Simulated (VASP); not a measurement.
# V (P-1) in VASP: a series of runs

The runs below take V through single point, with PBE.

Program: VASP 6.6.1. These are calculated values, not measurements. Logs are shortened: lines on timing, memory, paths and dates and some standing lists are left out, and cuts for length are marked.

## Step 1: The cell of the first run

The typed cell holds 1 atom: a = 2.755 Å, b = 2.554 Å, c = 2.651 Å, α = 59.48°, β = 59.65°, γ = 65.35°.

## Step 2: Single point, PBE, collinear spin, ferromagnetic start (the cell strained at random)

INCAR reads:

```
PREC     = Accurate       # precision mode
ENCUT    = 500            # plane-wave cutoff, eV
EDIFF    = 1E-6           # SCF threshold, eV
ISMEAR   = -1             # smearing method
SIGMA    = 0.05           # smearing width, eV
LREAL    = F              # projectors in reciprocal space
LASPH    = T              # aspherical terms in the spheres
NELM     = 200            # most SCF steps
ALGO     = Normal         # electronic algorithm
ISIF     = 2              # what is computed and relaxed
LWAVE    = F              # write WAVECAR
LCHARG   = F              # write CHGCAR
ISPIN    = 2              # spin polarisation
MAGMOM   = 2              # initial moments
LORBIT   = 11             # projections on sites
LMAXMIX  = 4              # l up to which the mixer works
GGA      = PE             # functional
NBANDS   = 16             # bands
GGA_COMPAT= F
```

KPOINTS reads:

```
Automatic mesh
0
Gamma
  11 12 12
```

POSCAR reads:

```
V
1.0
   -0.1245450000      2.0439480000      1.8425580000
    1.8725750000     -0.0160130000      1.7366040000
    1.8417690000      1.9068480000      0.0117420000
V
1
Direct
   -0.0139010000     -0.0168250000      0.0182070000
```

Potentials or basis: VASP PAW PBE potentials, release 64 (V_sv).

The run is started by

```
$ cat potpaw_PBE.64/V_sv/POTCAR > POTCAR
$ mpirun -np 1 vasp_std > vasp.out
```

OUTCAR:

```text
PREC = Accurate
   ENCUT = 500
   EDIFF = 1E-6
   ISMEAR = -1
   LREAL = F
   LASPH = T
   NELM = 200
   ISIF = 2
   ISPIN = 2
   LORBIT = 11
   GGA = PE

 ion  position               nearest neighbor table
   1  0.986  0.983  0.018-

  LATTYP: Found a triclinic cell.
 ALAT       =     2.5539355903
 B/A-ratio  =     1.3981186755
 C/A-ratio  =     1.0380441610
 COS(alpha) =     0.0105783341
 COS(beta)  =     0.5078781359
 COS(gamma) =     0.6598850913

  Lattice vectors:

 A1 = (  -1.8725750000,   0.0160130000,  -1.7366040000)
 A2 = (   0.0937390000,  -0.1210870000,  -3.5674200000)
 A3 = (  -1.8417690000,  -1.9068480000,  -0.0117420000)

Analysis of symmetry for initial positions (statically):
=====================================================================
 Subroutine PRICEL returns:
 Original cell was already a primitive cell.

 Routine SETGRP: Setting up the symmetry group for a
 triclinic supercell.

 Subroutine GETGRP returns: Found  2 space group operations
 (whereof  1 operations were pure point group operations)
 out of a pool of  2 trial point group operations.

The static configuration has the point symmetry C_1 .
 The point group associated with its full space group is S_2 .

Analysis of symmetry for dynamics (positions and initial velocities):
=====================================================================
 Subroutine PRICEL returns:
 Original cell was already a primitive cell.

 Routine SETGRP: Setting up the symmetry group for a
 triclinic supercell.

 Subroutine GETGRP returns: Found  2 space group operations
 (whereof  1 operations were pure point group operations)
 out of a pool of  2 trial point group operations.

The dynamic configuration has the point symmetry C_1 .
 The point group associated with its full space group is S_2 .

Analysis of structural, dynamic, and magnetic symmetry:
=====================================================================
 Subroutine PRICEL returns:
 Original cell was already a primitive cell.

 Routine SETGRP: Setting up the symmetry group for a
 triclinic supercell.

 Subroutine GETGRP returns: Found  2 space group operations
 (whereof  1 operations were pure point group operations)
 out of a pool of  2 trial point group operations.

The overall configuration has the point symmetry C_1 .
 The point group associated with its full space group is S_2 .

 Subroutine INISYM returns: Found  2 space group operations
 (whereof  1 operations are pure point group operations),
 and found     1 'primitive' translations

----------------------------------------------------------------------------------------

                                     Primitive cell

  volume of cell :      13.5385

  direct lattice vectors                    reciprocal lattice vectors
    -0.124545000  2.043948000  1.842558000    -0.244608034  0.234622277  0.265923547
     1.872575000 -0.016013000  1.736604000     0.257744644 -0.250768293  0.295598922
     1.841769000  1.906848000  0.011742000     0.264359491  0.270828463 -0.282560790

  length of vectors
     2.754678723  2.553935590  2.651097927     0.430808584  0.465505920  0.472307735

  position of ions in fractional coordinates (direct lattice)
     0.986099000  0.983175000  0.018207000

  ion indices of the primitive-cell ions
   primitive index   ion index
                 1           1

----------------------------------------------------------------------------------------

 KPOINTS: Automatic mesh

Automatic generation of k-mesh.
 Grid dimensions read from file:
 generate k-points for:   11   12   12

 Generating k-lattice:

  Cartesian coordinates                     Fractional coordinates (reciprocal lattice)
    -0.022237094  0.021329298  0.024174868     0.090909091  0.000000000  0.000000000
     0.021478720 -0.020897358  0.024633243    -0.000000000  0.083333333  0.000000000
     0.022029958  0.022569039 -0.023546732     0.000000000  0.000000000  0.083333333

  Length of vectors
     0.039164417  0.038792160  0.039358978

  Shift w.r.t. Gamma in fractional coordinates (k-lattice)
     0.000000000  0.000000000  0.000000000

 Subroutine IBZKPT returns following result:
 ===========================================

 Found    794 irreducible k-points:

 Following reciprocal coordinates:
            Coordinates               Weight
  0.000000  0.000000  0.000000      1.000000
  0.090909 -0.000000 -0.000000      2.000000
  0.181818 -0.000000 -0.000000      2.000000
  0.272727 -0.000000  0.000000      2.000000
  0.363636  0.000000  0.000000      2.000000
  0.454545  0.000000  0.000000      2.000000
[... 16 lines left out ...]
  0.454545  0.166667  0.000000      2.000000
 -0.454545  0.166667  0.000000      2.000000
 [... further k-points ...]
   k-points           NKPTS =    794   k-points in BZ     NKDIM =    794   number of bands    NBANDS=     16
   number of dos      NEDOS =    301   number of ions     NIONS =      1
   total plane-waves  NPLWV =   8000
   dimension x,y,z NGX =    20 NGY =   20 NGZ =   20
   dimension x,y,z NGXF=    40 NGYF=   40 NGZF=   40
   ions per type =               1
   NGX,Y,Z   is equivalent  to a cutoff of  12.07, 13.02, 12.54 a.u.
   NGXF,Y,Z  is equivalent  to a cutoff of  24.14, 26.04, 25.08 a.u.
 SYSTEM =  unknown system
   PREC   = accura    normal or accurate (medium, high low for compatibility)
   ISTART =      0    job   : 0-new  1-cont  2-samecut
   ICHARG =      2    charge: 1-file 2-atom 10-const
   ISPIN  =      2    spin polarized calculation?
   LNONCOLLINEAR =      F non collinear calculations
   LSORBIT =      F    spin-orbit coupling
   LASPH  =      T    aspherical Exc in radial PAW
   ENCUT  =  500.0 eV  36.75 Ry    6.06 a.u.   5.02  4.66  4.83*2*pi/ulx,y,z
   NELM   =    200;   NELMIN=  2; NELMDL= -5     # of ELM steps
   EDIFF  = 0.1E-05   stopping-criterion for ELM
   LREAL  =      F    real-space projection
   EDIFFG = 0.1E-04   stopping-criterion for IOM
   NSW    =      0    number of steps for IOM
   IBRION =     -1    ionic relax: 0-MD 1-quasi-New 2-CG
   NFREE  =      0    steps in history (QN), initial steepest desc. (CG)
   ISIF   =      2    stress and relaxation
   ISYM   =      2    0-nonsym 1-usesym 2-fastsym
   POTIM  = 0.5000    time-step for ionic-motion
   TEBEG  =    0.0;   TEEND  =   0.0 temperature during run
   PSTRESS=    0.0 pullay stress
   NELECT =      13.0000    total number of electrons
   NUPDOWN=      -1.0000    fix difference up-down
   EMIN   =  10.00;   EMAX   =-10.00  energy-range for DOS
   EFERMI =   0.00;   METHOD = LEGACY
   ISMEAR =    -1;   SIGMA  =   0.05  broadening in eV -4-tet -1-fermi 0-gaus
   EFERMI_NEDOS =   21; number of points for ismear=-14 and -15
   IALGO  =     38    algorithm
   IMIX   =      4    mixing-type and parameters
     AMIX     =   0.40;   BMIX     =  1.00
     AMIX_MAG =   1.60;   BMIX_MAG =  1.00
  volume/ion in A,a.u.               =      13.54        91.36
  Fermi-wavevector in a.u.,A,eV,Ry     =   1.615098  3.052094 35.491384  2.608543
  Thomas-Fermi vector in A             =   2.709901
   LORBIT       =     11    0 simple, 1 ext, 2 COOP (PROOUT), +10 PAW based schemes
   GGA     = PE    functional components
   LHFCALC =     F    Hartree Fock is set to
   AEXX    =    0.0000 exact exchange contribution
   IVDW    =     0    specifies the selected vdW correction
   LEPSILON=     F    determine dielectric tensor
   LRPA    =     F    only Hartree local field effects (RPA)
 spin polarized calculation
  energy-cutoff  :      500.00
  volume of cell :       13.54
 maximum number of plane-waves:       354
   NGX =  9   NGY =  9   NGZ =  9

 number of electron      13.0000000 magnetization       0.0222140

 number of electron      13.0000000 magnetization      -0.0003625

 Free energy of the ion-electron system (eV)
  ---------------------------------------------------
  ext. energy  EPLUGINS =         0.00000000
  ---------------------------------------------------
  free energy    TOTEN  =        -8.79681820 eV

  energy without entropy =       -8.78272168  energy(sigma->0) =       -8.78976994

 E-fermi :   9.9042     XC(G=0): -12.8670

 val. band max:        9.9035035429   @ k =  -0.0909   0.4167   0.2500
 cond. band min:       9.9051206363   @ k =  -0.3636   0.5000   0.2500
 fundamental gap:      0.0016170934
 Fermi energy:         9.9041667057

 spin component 1

 k-point     1 :       0.0000    0.0000    0.0000
  band No.  band energies     occupation
      1     -54.0590      1.00000
      2     -27.4865      1.00000
      3     -27.3171      1.00000
      4     -27.2733      1.00000
      5       3.0865      1.00000
      6       9.3449      0.99999
[... 8 lines left out ...]
     15      36.0975      0.00000
     16      38.2186      0.00000

 k-point     2 :       0.0909   -0.0000   -0.0000
  band No.  band energies     occupation
      1     -54.0490      1.00000
      2     -27.5451      1.00000
      3     -27.3256      1.00000
      4     -27.2752      1.00000
      5       3.3609      1.00000
      6       9.2746      1.00000
[... 8 lines left out ...]
     15      36.9186      0.00000
     16      38.9167      0.00000

 k-point     3 :       0.1818   -0.0000   -0.0000
  band No.  band energies     occupation
      1     -54.0222      1.00000
      2     -27.7010      1.00000
      3     -27.3478      1.00000
      4     -27.2805      1.00000
      5       4.1275      1.00000
      6       9.0888      1.00000
[... 8 lines left out ...]
     15      36.4830      0.00000
     16      38.4497      0.00000
[... 362 lines left out ...]
 k-point    23 :       0.4545    0.1667    0.0000
  band No.  band energies     occupation
      1     -53.8979      1.00000
      2     -28.1056      1.00000
      3     -27.5040      1.00000
      4     -27.4817      1.00000
      5       7.1039      1.00000
      6       8.5233      1.00000
[... 8 lines left out ...]
     15      39.3325      0.00000
     16      39.9324      0.00000

 k-point    24 :      -0.4545    0.1667    0.0000
  band No.  band energies     occupation
      1     -53.8916      1.00000
      2     -28.1331      1.00000
      3     -27.5252      1.00000
      4     -27.4776      1.00000
      5       7.2885      1.00000
      6       8.6356      1.00000
[... 8 lines left out ...]
     15      39.1784      0.00000
     16      39.8839      0.00000

 [... further k-points ...]

 spin component 2

 k-point     1 :       0.0000    0.0000    0.0000
  band No.  band energies     occupation
      1     -54.0592      1.00000
      2     -27.4867      1.00000
      3     -27.3174      1.00000
      4     -27.2736      1.00000
      5       3.0863      1.00000
      6       9.3446      0.99999
[... 8 lines left out ...]
     15      36.0974      0.00000
     16      38.2186      0.00000

 k-point     2 :       0.0909   -0.0000   -0.0000
  band No.  band energies     occupation
      1     -54.0492      1.00000
      2     -27.5453      1.00000
      3     -27.3259      1.00000
      4     -27.2755      1.00000
      5       3.3607      1.00000
      6       9.2743      1.00000
[... 8 lines left out ...]
     15      36.9184      0.00000
     16      38.9167      0.00000

 k-point     3 :       0.1818   -0.0000   -0.0000
  band No.  band energies     occupation
      1     -54.0224      1.00000
      2     -27.7013      1.00000
      3     -27.3481      1.00000
      4     -27.2807      1.00000
      5       4.1273      1.00000
      6       9.0886      1.00000
[... 8 lines left out ...]
     15      36.4829      0.00000
     16      38.4494      0.00000
[... 362 lines left out ...]
 k-point    23 :       0.4545    0.1667    0.0000
  band No.  band energies     occupation
      1     -53.8981      1.00000
      2     -28.1058      1.00000
      3     -27.5042      1.00000
      4     -27.4820      1.00000
      5       7.1037      1.00000
      6       8.5231      1.00000
[... 8 lines left out ...]
     15      39.3322      0.00000
     16      39.9321      0.00000

 k-point    24 :      -0.4545    0.1667    0.0000
  band No.  band energies     occupation
      1     -53.8918      1.00000
      2     -28.1334      1.00000
      3     -27.5254      1.00000
      4     -27.4779      1.00000
      5       7.2883      1.00000
      6       8.6354      1.00000
[... 8 lines left out ...]
     15      39.1782      0.00000
     16      39.8837      0.00000

 [... further k-points ...]

------------------------ aborting loop because EDIFF is reached ----------------------------------------

  FORCE on cell =-STRESS in cart. coord.  units (eV):
  Direction    XX          YY          ZZ          XY          YZ          ZX
  --------------------------------------------------------------------------------------
  -------------------------------------------------------------------------------------
  Total        0.5948765      0.9516452     -0.6252619      0.2071054     -0.1796690      0.1074548
  in kB       70.3990138    112.6198173    -73.9948881     24.5093159    -21.2624306     12.7164451
  external PRESSURE =      36.3413144 kB  Pullay stress =       0.0000000 kB

 VOLUME and BASIS-vectors are now :
 -----------------------------------------------------------------------------
  energy-cutoff  :      500.00
  volume of cell :       13.54
      direct lattice vectors                 reciprocal lattice vectors
    -0.124545000  2.043948000  1.842558000    -0.244608034  0.234622277  0.265923547
     1.872575000 -0.016013000  1.736604000     0.257744644 -0.250768293  0.295598922
     1.841769000  1.906848000  0.011742000     0.264359491  0.270828463 -0.282560790

 POSITION                                       TOTAL-FORCE (eV/Angst)
 -----------------------------------------------------------------------------------
      1.75179      2.03451      3.52454        -0.000000     -0.000000      0.000000
 -----------------------------------------------------------------------------------
    total drift:                               -0.000029      0.000035     -0.000002

  FREE ENERGIE OF THE ION-ELECTRON SYSTEM (eV)
  ---------------------------------------------------
  free  energy   TOTEN  =        -8.7968182009 eV

  energy  without entropy=       -8.7827216825  energy(sigma->0) =       -8.78976994

 total charge

# of ion       s       p       d       tot
------------------------------------------
    1        2.348   6.225   3.085  11.657

 magnetization (x)

# of ion       s       p       d       tot
------------------------------------------
    1       -0.000  -0.000  -0.000  -0.000
```

Run time: 6.8 min. Hardware: 1 thread of Intel Xeon 8259CL, shared host; peak memory 0.33 GiB.

Results:

```yaml
Free_energy: -8.7968 eV
Pressure: 3.6 GPa
Net_moment: 0.00 μB per cell
Valence_electrons_inside_the_program's_atomic_spheres: V 11.66
```

Stress tensor (GPa, compression positive):
```
 7.04  2.45  1.27
 2.45 11.26 -2.13
 1.27 -2.13 -7.40
```

Caveat: the cell differs from its parent crystal (the cell strained at random); the cell stands under pressure.

## Step 3: Single point, PBE, collinear spin, ferromagnetic start

INCAR reads:

```
PREC     = Accurate       # precision mode
ENCUT    = 520            # plane-wave cutoff, eV
EDIFF    = 1E-6           # SCF threshold, eV
ISMEAR   = -1             # smearing method
SIGMA    = 0.05           # smearing width, eV
LREAL    = F              # projectors in reciprocal space
LASPH    = T              # aspherical terms in the spheres
NELM     = 150            # most SCF steps
ALGO     = Normal         # electronic algorithm
ISIF     = 2              # what is computed and relaxed
LWAVE    = F              # write WAVECAR
LCHARG   = F              # write CHGCAR
ISPIN    = 2              # spin polarisation
MAGMOM   = 4              # initial moments
LORBIT   = 11             # projections on sites
NUPDOWN  = 4.0            # fixed moment
LMAXMIX  = 4              # l up to which the mixer works
GGA      = PE             # functional
NBANDS   = 16             # bands
```

KPOINTS reads:

```
regular mesh
0
Gamma
  10 10 10
```

POSCAR reads:

```
V
1.0
   -0.0756486300      2.0481251500      1.8548618400
    1.9021292400      0.0263380700      1.7528751400
    1.8823854000      1.9263946100      0.0460819200
V
1
Direct
    0.0000000000      0.0000000000      0.0000000000
```

Potentials or basis: VASP PAW PBE potentials, release 64 (V_sv).

The run is started by

```
$ cat potpaw_PBE.64/V_sv/POTCAR > POTCAR
$ mpirun -np 1 vasp_std > vasp.out
```

It took 1.7 min on 1 thread of Intel Xeon Platinum 8488C (Sapphire Rapids), shared host; peak memory 0.26 GiB.

Results (log left out):

- Free energy: -5.8700 eV
- Pressure: 70.5 GPa
- Net moment: 4.00 μB per cell
- Site moments: V +3.31 μB
- Valence electrons inside the program's atomic spheres: V 11.82

Stress tensor (GPa, compression positive):
```
 67.29   6.44   6.88
  6.44  64.62 -15.39
  6.88 -15.39  79.51
```

Caveat: the cell stands under pressure; the total moment is fixed, so each spin has its own Fermi level.
